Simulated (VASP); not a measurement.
# H2CO in VASP: relaxation of the atoms with PBE+D3(BJ)

Aim: the relaxation of the atoms of H2CO with PBE+D3(BJ).

Everything below comes from runs of VASP 6.6.1. Logs are shortened: lines on timing, memory, paths and dates and some standing lists are left out, and cuts for length are marked.

### Step 1. The cell of the first run

The cell holds a disordered packing, 40 atoms: a = 8.188 Å, b = 8.188 Å, c = 8.188 Å, α = 90.00°, β = 90.00°, γ = 90.00°.

### Step 2. Relaxation of the atoms, PBE+D3(BJ)

INCAR reads:

```
SYSTEM = H2CO
PREC = Accurate ; ENCUT = 520
EDIFF = 1E-6 ; ISMEAR = -1
SIGMA = 0.02 ; LREAL = Auto
LASPH = .True. ; NELM = 100
ALGO = Normal ; ISIF = 2
LWAVE = .False. ; LCHARG = .False.
GGA = PE ; IVDW = 12
IBRION = 2 ; NSW = 35
EDIFFG = -0.3
```

KPOINTS reads:

```
Automatic mesh
0
Gamma
  1 1 1
  0 0 0
```

POSCAR reads:

```
H2CO
1.0
    8.1882440000      0.0000000000      0.0000000000
    0.0000000000      8.1882440000      0.0000000000
    0.0000000000      0.0000000000      8.1882440000
O C H
10 10 20
Direct
    0.1067624000      0.1096017000      0.6600529000
    0.4090991000      0.2461668000      0.3486154000
    0.7068440000      0.9270747000      0.0545189000
    0.6944196000      0.4082931000      0.5311204000
    0.2219648000      0.7500938000      0.3424263000
    0.1887403000      0.1415366000      0.1838723000
    0.8461908000      0.6019791000      0.9291666000
    0.9023021000      0.8251608000      0.4998135000
   -0.0244698000      0.3170368000      0.3908086000
    0.5929787000      0.1599500000      0.7841424000
    0.2508560000      0.1395114000      0.6834167000
    0.5542030000      0.2398946000      0.3153148000
    0.6055966000      0.8272404000      0.0990777000
    0.5552092000      0.4612323000      0.5357393000
    0.2510004000      0.8917868000      0.3782516000
    0.2180077000      0.1554144000      0.0384272000
    0.9562444000      0.6676893000      0.8531811000
    0.8575225000      0.8539989000      0.3606497000
    0.0305360000      0.4323875000      0.4674376000
    0.6429488000      0.0199415000      0.7739434000
    0.3439695000      0.0423492000      0.6911702000
    0.2965199000      0.2654798000      0.6981649000
    0.6130963000      0.3297755000      0.2339284000
    0.6350602000      0.1439730000      0.3646292000
    0.5984552000      0.7843296000      0.2266645000
    0.5152259000      0.7740001000      0.0144056000
    0.5133774000      0.5602925000      0.4544502000
    0.4629667000      0.4131582000      0.6214770000
    0.1530596000      0.9817883000      0.4001167000
    0.3769056000      0.9382508000      0.3908901000
    0.2292881000      0.2757125000     -0.0213376000
    0.2349148000      0.0484820000     -0.0418868000
    1.0861459000      0.6465250000      0.8823090000
    0.9323364000      0.7521395000      0.7508713000
    0.8555421000      0.9790541000      0.3103702000
    0.8163753000      0.7567180000      0.2768997000
    0.1268931000      0.5123229000      0.4174738000
   -0.0128447000      0.4635470000      0.5912032000
    0.7709576000     -0.0084610000      0.7426737000
    0.5630665000     -0.0864991000      0.7953903000
```

Potentials or basis: VASP PAW PBE potentials, release 64 (O, C, H).

Run with:

```sh
$ cat potpaw_PBE.64/O/POTCAR potpaw_PBE.64/C/POTCAR potpaw_PBE.64/H/POTCAR > POTCAR
$ mpirun -np 1 vasp_gam > vasp.out
```

OUTCAR:

```text
SYSTEM = H2CO
   PREC = Accurate
   ENCUT = 520
   EDIFF = 1E-6
   ISMEAR = -1
   LREAL = Auto
   LASPH = .True.
   NELM = 100
   ISIF = 2
   GGA = PE
   IVDW = 12
   IBRION = 2
   NSW = 35
   EDIFFG = -0.3
 IVDW          = 12

 ion  position               nearest neighbor table
   1  0.107  0.110  0.660-  11 1.22
   2  0.409  0.246  0.349-  12 1.22
   3  0.707  0.927  0.055-  13 1.22
   4  0.694  0.408  0.531-  14 1.22
   5  0.222  0.750  0.342-  15 1.22
   6  0.189  0.142  0.184-  16 1.22
   7  0.846  0.602  0.929-  17 1.22
   8  0.902  0.825  0.500-  18 1.22
   9  0.976  0.317  0.391-  19 1.22
  10  0.593  0.160  0.784-  20 1.22
  11  0.251  0.140  0.683-  21 1.10  22 1.10   1 1.22
  12  0.554  0.240  0.315-  23 1.10  24 1.10   2 1.22
  13  0.606  0.827  0.099-  25 1.10  26 1.10   3 1.22
  14  0.555  0.461  0.536-  27 1.10  28 1.10   4 1.22
  15  0.251  0.892  0.378-  29 1.10  30 1.10   5 1.22
  16  0.218  0.155  0.038-  31 1.10  32 1.10   6 1.22
  17  0.956  0.668  0.853-  34 1.10  33 1.10   7 1.22
  18  0.858  0.854  0.361-  36 1.10  35 1.10   8 1.22
  19  0.031  0.432  0.467-  38 1.10  37 1.10   9 1.22
  20  0.643  0.020  0.774-  39 1.10  40 1.10  10 1.22
  21  0.344  0.042  0.691-  11 1.10
  22  0.297  0.265  0.698-  11 1.10
  23  0.613  0.330  0.234-  12 1.10
  24  0.635  0.144  0.365-  12 1.10
  25  0.598  0.784  0.227-  13 1.10
  26  0.515  0.774  0.014-  13 1.10
[... 12 lines left out ...]
  39  0.771  0.992  0.743-  20 1.10
  40  0.563  0.914  0.795-  20 1.10

  LATTYP: Found a simple cubic cell.
 ALAT       =     8.1882440000

  Lattice vectors:

 A1 = (   8.1882440000,   0.0000000000,   0.0000000000)
 A2 = (   0.0000000000,   8.1882440000,   0.0000000000)
 A3 = (   0.0000000000,   0.0000000000,   8.1882440000)

Analysis of symmetry for initial positions (statically):
=====================================================================
 Subroutine PRICEL returns:
 Original cell was already a primitive cell.

 Routine SETGRP: Setting up the symmetry group for a
 simple cubic supercell.

 Subroutine GETGRP returns: Found  1 space group operations
 (whereof  1 operations were pure point group operations)
 out of a pool of 48 trial point group operations.

The static configuration has the point symmetry C_1 .

Analysis of symmetry for dynamics (positions and initial velocities):
=====================================================================
 Subroutine PRICEL returns:
 Original cell was already a primitive cell.

 Routine SETGRP: Setting up the symmetry group for a
 simple cubic supercell.

 Subroutine GETGRP returns: Found  1 space group operations
 (whereof  1 operations were pure point group operations)
 out of a pool of 48 trial point group operations.

The dynamic configuration has the point symmetry C_1 .

 Subroutine INISYM returns: Found  1 space group operations
 (whereof  1 operations are pure point group operations),
 and found     1 'primitive' translations

----------------------------------------------------------------------------------------

                                     Primitive cell

  volume of cell :     549.0000

  direct lattice vectors                    reciprocal lattice vectors
     8.188244000  0.000000000  0.000000000     0.122126307  0.000000000  0.000000000
     0.000000000  8.188244000  0.000000000     0.000000000  0.122126307  0.000000000
     0.000000000  0.000000000  8.188244000     0.000000000  0.000000000  0.122126307

  length of vectors
     8.188244000  8.188244000  8.188244000     0.122126307  0.122126307  0.122126307

  position of ions in fractional coordinates (direct lattice)
     0.106762400  0.109601700  0.660052900
     0.409099100  0.246166800  0.348615400
     0.706844000  0.927074700  0.054518900
     0.694419600  0.408293100  0.531120400
     0.221964800  0.750093800  0.342426300
     0.188740300  0.141536600  0.183872300
[... 32 lines left out ...]
     0.770957600  0.991539000  0.742673700
     0.563066500  0.913500900  0.795390300

  ion indices of the primitive-cell ions
   primitive index   ion index
                 1           1
                 2           2
                 3           3
                 4           4
                 5           5
                 6           6
[... 32 lines left out ...]
                39          39
                40          40

----------------------------------------------------------------------------------------

 KPOINTS: Automatic mesh

Automatic generation of k-mesh.
 Grid dimensions read from file:
 generate k-points for:    1    1    1

 Generating k-lattice:

  Cartesian coordinates                     Fractional coordinates (reciprocal lattice)
     0.122126307  0.000000000  0.000000000     1.000000000  0.000000000  0.000000000
     0.000000000  0.122126307  0.000000000     0.000000000  1.000000000  0.000000000
     0.000000000  0.000000000  0.122126307     0.000000000  0.000000000  1.000000000

  Length of vectors
     0.122126307  0.122126307  0.122126307

  Shift w.r.t. Gamma in fractional coordinates (k-lattice)
     0.000000000  0.000000000  0.000000000

 Subroutine IBZKPT returns following result:
 ===========================================

 Found      1 irreducible k-points:

 Following reciprocal coordinates:
            Coordinates               Weight
  0.000000  0.000000  0.000000      1.000000
   k-points           NKPTS =      1   k-points in BZ     NKDIM =      1   number of bands    NBANDS=     81
   number of dos      NEDOS =    301   number of ions     NIONS =     40
   total plane-waves  NPLWV = 262144
   dimension x,y,z NGX =    64 NGY =   64 NGZ =   64
   dimension x,y,z NGXF=   128 NGYF=  128 NGZF=  128
   ions per type =              10  10  20
   NGX,Y,Z   is equivalent  to a cutoff of  12.99, 12.99, 12.99 a.u.
   NGXF,Y,Z  is equivalent  to a cutoff of  25.99, 25.99, 25.99 a.u.
 SYSTEM =  H2CO
   PREC   = accura    normal or accurate (medium, high low for compatibility)
   ISTART =      0    job   : 0-new  1-cont  2-samecut
   ICHARG =      2    charge: 1-file 2-atom 10-const
   ISPIN  =      1    spin polarized calculation?
   LNONCOLLINEAR =      F non collinear calculations
   LSORBIT =      F    spin-orbit coupling
   LASPH  =      T    aspherical Exc in radial PAW
   ENCUT  =  520.0 eV  38.22 Ry    6.18 a.u.  15.22 15.22 15.22*2*pi/ulx,y,z
   NELM   =    100;   NELMIN=  2; NELMDL= -5     # of ELM steps
   EDIFF  = 0.1E-05   stopping-criterion for ELM
   LREAL  =      T    real-space projection
   EDIFFG = -.3E+00   stopping-criterion for IOM
   NSW    =     35    number of steps for IOM
   IBRION =      2    ionic relax: 0-MD 1-quasi-New 2-CG
   NFREE  =      1    steps in history (QN), initial steepest desc. (CG)
   ISIF   =      2    stress and relaxation
   ISYM   =      2    0-nonsym 1-usesym 2-fastsym
   POTIM  = 0.5000    time-step for ionic-motion
   TEBEG  =    0.0;   TEEND  =   0.0 temperature during run
   PSTRESS=    0.0 pullay stress
   NELECT =     120.0000    total number of electrons
   NUPDOWN=      -1.0000    fix difference up-down
   EMIN   =  10.00;   EMAX   =-10.00  energy-range for DOS
   EFERMI =   0.00;   METHOD = LEGACY
   ISMEAR =    -1;   SIGMA  =   0.02  broadening in eV -4-tet -1-fermi 0-gaus
   EFERMI_NEDOS =   21; number of points for ismear=-14 and -15
   IALGO  =     38    algorithm
   IMIX   =      4    mixing-type and parameters
     AMIX     =   0.40;   BMIX     =  1.00
     AMIX_MAG =   1.60;   BMIX_MAG =  1.00
  volume/ion in A,a.u.               =      13.72        92.62
  Fermi-wavevector in a.u.,A,eV,Ry     =   0.986153  1.863560 13.231645  0.972499
  Thomas-Fermi vector in A             =   2.117513
   LORBIT       =      0    0 simple, 1 ext, 2 COOP (PROOUT), +10 PAW based schemes
   GGA     = PE    functional components
   LHFCALC =     F    Hartree Fock is set to
   AEXX    =    0.0000 exact exchange contribution
   IVDW    =    12    specifies the selected vdW correction
   LEPSILON=     F    determine dielectric tensor
   LRPA    =     F    only Hartree local field effects (RPA)
 conjugate gradient relaxation of ions
 non-spin polarized calculation
  energy-cutoff  :      520.00
  volume of cell :      549.00
 maximum number of plane-waves:      7386
 NGX is ok and might be reduce to    64
   NGX = 31   NGY = 31   NGZ = 31

--------------------------------------- Ionic step        1  -------------------------------------------

 number of electron     120.0000004 magnetization

 Free energy of the ion-electron system (eV)
  ---------------------------------------------------
  ext. energy  EPLUGINS =         0.00000000
  ---------------------------------------------------
  free energy    TOTEN  =      -220.65625684 eV

  energy without entropy =     -220.65625684  energy(sigma->0) =     -220.65625684

------------------------ aborting loop because EDIFF is reached ----------------------------------------

 Edisp (eV)   -1.68374

 E8    (eV) :    -0.3953

  FORCE on cell =-STRESS in cart. coord.  units (eV):
  Direction    XX          YY          ZZ          XY          YZ          ZX
  --------------------------------------------------------------------------------------
  -------------------------------------------------------------------------------------
  Total       4.65373     3.99846     5.93782     0.74415     0.42114     1.60450
  in kB      13.58125    11.66893    17.32868     2.17169     1.22905     4.68250
  external pressure =       14.19 kB  Pullay stress =        0.00 kB
[... 211 lines left out ...]
  FREE ENERGIE OF THE ION-ELECTRON SYSTEM (eV)
  ---------------------------------------------------
  free  energy   TOTEN  =      -222.3892030643 eV

  energy  without entropy=     -222.3892030643  energy(sigma->0) =     -222.38920306

[... ionic steps 4 to 23 ...]

--------------------------------------- Ionic step       24  -------------------------------------------

 number of electron     119.9999998 magnetization

------------------------ aborting loop because EDIFF is reached ----------------------------------------

 Edisp (eV)   -1.67344

 E8    (eV) :    -0.3920
[... 145 lines left out ...]
  energy  without entropy=     -223.1807136078  energy(sigma->0) =     -223.18071361

--------------------------------------- Ionic step       26  -------------------------------------------

 number of electron     119.9999988 magnetization

 Free energy of the ion-electron system (eV)
  ---------------------------------------------------
  ext. energy  EPLUGINS =         0.00000000
  ---------------------------------------------------
  free energy    TOTEN  =      -221.52302200 eV

  energy without entropy =     -221.52302200  energy(sigma->0) =     -221.52302200

 E-fermi :  -1.7494     XC(G=0):  -6.4094

 val. band max:       -2.2376559450   @ k =   0.0000   0.0000   0.0000
 cond. band min:      -0.0587107397   @ k =   0.0000   0.0000   0.0000
 fundamental gap:      2.1789452052
 Fermi energy:        -1.7493925865

 k-point     1 :       0.0000    0.0000    0.0000
  band No.  band energies     occupation
      1     -24.0894      2.00000
      2     -23.6300      2.00000
      3     -23.5566      2.00000
      4     -23.5280      2.00000
      5     -23.4680      2.00000
      6     -23.4109      2.00000
[... 64 lines left out ...]
     71       2.1152      0.00000
     72       3.3101      0.00000
 [bands above 72 left out]

------------------------ aborting loop because EDIFF is reached ----------------------------------------

 Edisp (eV)   -1.67267

 E8    (eV) :    -0.3918

  FORCE on cell =-STRESS in cart. coord.  units (eV):
  Direction    XX          YY          ZZ          XY          YZ          ZX
  --------------------------------------------------------------------------------------
  -------------------------------------------------------------------------------------
  Total       1.58194     2.33783     3.66571    -0.15252    -0.30674     0.52822
  in kB       4.61665     6.82261    10.69786    -0.44511    -0.89517     1.54152
  external pressure =        7.38 kB  Pullay stress =        0.00 kB
[... 55 lines left out ...]
  FREE ENERGIE OF THE ION-ELECTRON SYSTEM (eV)
  ---------------------------------------------------
  free  energy   TOTEN  =      -223.1956936873 eV

  energy  without entropy=     -223.1956936873  energy(sigma->0) =     -223.19569369

 reached required accuracy - stopping structural energy minimisation
```

It took 29 min on 1 thread of Oxide Virtual Turin-like, shared host; peak memory 0.59 GiB.

What came out:

| Quantity | Value |
| --- | --- |
| Free energy | -223.1957 eV |
| Energy gained by relaxing | 21.4 meV/atom |
| Ionic steps | 26 |
| Pressure after relaxing | 0.7 GPa |
| Largest force after relaxing | 0.275 eV/Å |
| Band gap on the k mesh | 2.18 eV |
| Dispersion energy per atom | -0.042 eV |

Forces on the atoms (eV/Å):
```
O   -0.131 -0.057  0.037
O    0.113 -0.018  0.022
O   -0.026 -0.013  0.110
O   -0.023  0.070  0.046
O    0.208 -0.046 -0.080
O   -0.011 -0.193  0.066
O   -0.011 -0.020  0.165
O   -0.124 -0.120 -0.100
O   -0.133  0.109 -0.092
O   -0.166  0.014 -0.116
C   -0.111  0.025 -0.174
C   -0.108 -0.040 -0.043
C   -0.005 -0.004 -0.001
C   -0.038  0.199  0.107
C   -0.102 -0.097 -0.057
C    0.089  0.043 -0.218
C   -0.004 -0.048  0.042
C    0.016  0.048 -0.022
C   -0.023 -0.029  0.045
C    0.005  0.058  0.174
H    0.086 -0.029 -0.074
H    0.074  0.091 -0.013
H    0.102  0.119 -0.096
H    0.083 -0.083  0.060
H   -0.010 -0.055  0.100
H   -0.086 -0.075 -0.133
H   -0.066  0.083 -0.107
H    0.037 -0.035  0.103
H   -0.013  0.087  0.102
H    0.041 -0.024 -0.052
H   -0.053  0.198  0.134
H    0.057 -0.187  0.194
H    0.083 -0.136  0.126
H   -0.064  0.112 -0.113
H    0.054  0.165 -0.087
H    0.101 -0.149  0.083
H    0.067 -0.013 -0.182
H   -0.028 -0.061  0.204
H    0.192  0.094 -0.052
H   -0.072  0.019 -0.103
```

Stress tensor (GPa, compression positive):
```
 0.46 -0.04  0.15
-0.04  0.68 -0.09
 0.15 -0.09  1.07
```

Step by step:
| step | energy change (eV) | largest force (eV/Å) | pressure (GPa) |
| --- | --- | --- | --- |
| 1 | 0.0000 | 1.0954 | 1.42 |
| 2 | 0.6912 | 8.6454 | 3.69 |
| 3 | -0.0492 | 0.7890 | 1.80 |
| 4 | -0.1090 | 1.2756 | 0.41 |
| 5 | -0.1162 | 0.9534 | 0.75 |
| 6 | -0.1882 | 0.6395 | 0.47 |
| 7 | -0.2042 | 0.7118 | 0.26 |
| 8 | -0.2660 | 0.6235 | 0.34 |
| 9 | -0.3220 | 2.7123 | 0.57 |
| 10 | -0.3423 | 2.6161 | 0.61 |
| 11 | -0.3950 | 2.3190 | 0.74 |
| 12 | -0.4643 | 1.7193 | 0.99 |
| 13 | -0.4691 | 1.1414 | 1.37 |
| 14 | -0.4881 | 1.0751 | 1.20 |
| 15 | -0.5297 | 0.6465 | 1.26 |
| 16 | -0.5916 | 2.0127 | 1.47 |
| 17 | -0.6396 | 1.4574 | 1.19 |
| 18 | -0.7233 | 0.5236 | 0.34 |
| 19 | -0.7318 | 1.0814 | -0.03 |
| 20 | -0.7557 | 0.5468 | -0.09 |
| 21 | -0.7725 | 0.6139 | -0.21 |
| 22 | -0.7977 | 0.3666 | 0.06 |
| 23 | -0.8094 | 0.6590 | 0.40 |
| 24 | -0.8334 | 0.3408 | 0.48 |
| 25 | -0.8407 | 0.3812 | 0.55 |
| 26 | -0.8557 | 0.2751 | 0.74 |

Final structure:
```cif
data_structure
_symmetry_space_group_name_H-M 'P 1'
_symmetry_Int_Tables_number 1
_cell_length_a 8.1882
_cell_length_b 8.1882
_cell_length_c 8.1882
_cell_angle_alpha 90.000
_cell_angle_beta 90.000
_cell_angle_gamma 90.000
_cell_volume 549.00
loop_
_atom_site_label
_atom_site_type_symbol
_atom_site_fract_x
_atom_site_fract_y
_atom_site_fract_z
_atom_site_occupancy
O1 O 0.09931 0.10609 0.67359 1
O2 O 0.42528 0.24649 0.35934 1
O3 O 0.68723 0.93276 0.05783 1
O4 O 0.70298 0.47189 0.57602 1
O5 O 0.24242 0.75087 0.31909 1
O6 O 0.15389 0.12282 0.16692 1
O7 O 0.84533 0.60476 0.93947 1
O8 O 0.87811 0.82502 0.51683 1
O9 O 0.96882 0.32346 0.37619 1
O10 O 0.58951 0.15967 0.79695 1
C1 C 0.24417 0.13815 0.67578 1
C2 C 0.56445 0.23119 0.30777 1
C3 C 0.58954 0.82691 0.09453 1
C4 C 0.55738 0.49139 0.55737 1
C5 C 0.25895 0.88776 0.37624 1
C6 C 0.20986 0.14899 0.03278 1
C7 C 0.95556 0.66412 0.85915 1
C8 C 0.86707 0.84796 0.37029 1
C9 C 0.03031 0.42807 0.46171 1
C10 C 0.64613 0.02432 0.77104 1
H1 H 0.33969 0.04251 0.66815 1
H2 H 0.29010 0.26504 0.68719 1
H3 H 0.61711 0.31636 0.21713 1
H4 H 0.64569 0.13080 0.34784 1
H5 H 0.57787 0.78032 0.22126 1
H6 H 0.50547 0.77176 0.00417 1
H7 H 0.50705 0.57283 0.46095 1
H8 H 0.46498 0.42943 0.63536 1
H9 H 0.15404 0.96118 0.41653 1
H10 H 0.38117 0.94523 0.39290 1
H11 H 0.22791 0.27402 0.98325 1
H12 H 0.24670 0.04991 0.94720 1
H13 H 0.08652 0.63652 0.88529 1
H14 H 0.93334 0.74784 0.75641 1
H15 H 0.86663 0.97274 0.31843 1
H16 H 0.85647 0.74669 0.28061 1
H17 H 0.12939 0.50951 0.41792 1
H18 H 0.98825 0.44879 0.58862 1
H19 H 0.77557 0.00290 0.74127 1
H20 H 0.56802 0.91185 0.77048 1
```

Levels at points of the mesh, in eV from the valence-band top:
```csv
k point,band 57,band 58,band 59,band 60,band 61,band 62,band 63,band 64
"(0.00, 0.00, 0.00)",-0.61,-0.51,-0.36,0.00,2.18,2.47,2.62,2.65
```

Caveat: the k points lie up to 0.77 Å⁻¹ apart; the relaxation stopped at a loose force limit of 0.3 eV/Å, so its end isn't a converged minimum.
